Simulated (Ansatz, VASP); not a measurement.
**Two plane-wave programs on Zr2NbTe4**

```xyz
7
Lattice="-3.1520 3.1520 6.4944 3.1520 -3.1520 6.4944 3.1520 3.1520 -6.4944" Properties=species:S:1:pos:R:3 pbc="T T T"
Zr    3.1520    0.0000    0.0000
Zr    0.0000    3.1520    0.0000
Nb    0.0000    0.0000    0.0000
Te   -1.5950    1.5950    8.2247
Te    1.5950   -1.5950    8.2247
Te    1.5950    1.5950    4.7640
Te    1.5570    1.5570   -1.7304
```

Change from the starting cell: species swapped into the Cu2WSe4 type (I-42m, No. 121).

Alike in both runs: functional PBE; k mesh 4 × 4 × 4; occupations gaussian, width 0.2 eV; no spin polarisation.

Ansatz relaxed the structure, and its values are those at the end. VASP's run is a single point on that final structure, the one shown.

|  | VASP | Ansatz |
| --- | --- | --- |
| version | VASP 6.6.1 | Ansatz 0.2.0 |
| potentials or method | VASP PAW PBE potentials, release 64 (Zr_sv, Nb_sv, Te), cutoff 500 eV | scalar-relativistic, plane waves, PAW |
| valence electrons in the cell | 61 | 101 |

```tsv
	VASP	Ansatz	Ansatz less VASP
gap on the k mesh at the Fermi level (eV)	none	none	-
pressure (GPa)	0.1	0.1	+0.01
rms of the force components (eV/Å)	0.005	0.004	-0.0008
```

A gap of «none» marks a metal or a gap that the smearing closes. The functional is the same, so the differences come from potentials, cutoffs and numerics. VASP's potentials hold 61 valence electrons a cell and Ansatz's 101, so a difference there can come from the potentials and not from the codes.

Neither program's run includes spin-orbit coupling.
